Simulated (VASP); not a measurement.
Runs of VASP 6.6.1 on MgBe2Te3. The structure is that of space group P6/mmm (No. 191), or close to it. The cells are those of the table. The cell was generated, and may not be a known phase.

| task | cell | k mesh | cutoff (eV) | gap on the mesh (eV) | pressure (GPa) | relaxed volume (Å³/atom) |
| --- | --- | --- | --- | --- | --- | --- |
| single point | a = 6.510, b = 6.510, c = 3.593 Å, angles 90.0, 90.0, 120.0°, 6 atoms | 3 × 3 × 6 | 520 | none | 4.4 | - |
| single point | a = 7.385, b = 7.385, c = 3.217 Å, angles 90.0, 90.0, 120.0°, 6 atoms | 6 × 6 × 10 | 520 | none | 0.0 | - |
| relaxation of cell and atoms | relaxed from a = 6.510, b = 6.510, c = 3.593 Å, angles 90.0, 90.0, 120.0°, 6 atoms | 3 × 3 × 6 | 600 | none | 0.1 | (a) |
| single point | a = 6.831, b = 6.831, c = 3.574 Å, angles 90.0, 90.0, 120.0°, 6 atoms | 3 × 3 × 6 | 520 | none | 0.0 | - |
| relaxation of cell and atoms | relaxed from a = 6.831, b = 6.831, c = 3.574 Å, angles 90.0, 90.0, 120.0°, 6 atoms | 6 × 6 × 10 | 600 | none | 0.0 | 25.31 |

Alike in all rows: level PBE; potentials or basis VASP PAW PBE potentials, release 64 (Mg, Be, Te); no spin polarisation; smearing gaussian 0.1 eV.

**Question.** Estimate the missing entries.

**Answer.** (a) 24.04.

Caveats: some runs use coarse meshes; spin-orbit coupling is left out, which moves the levels of the heavy elements.

A k mesh can miss the band edges, and the runs leave out spin-orbit coupling on Te.

A gap of «none» marks levels without a gap at the run's occupations.
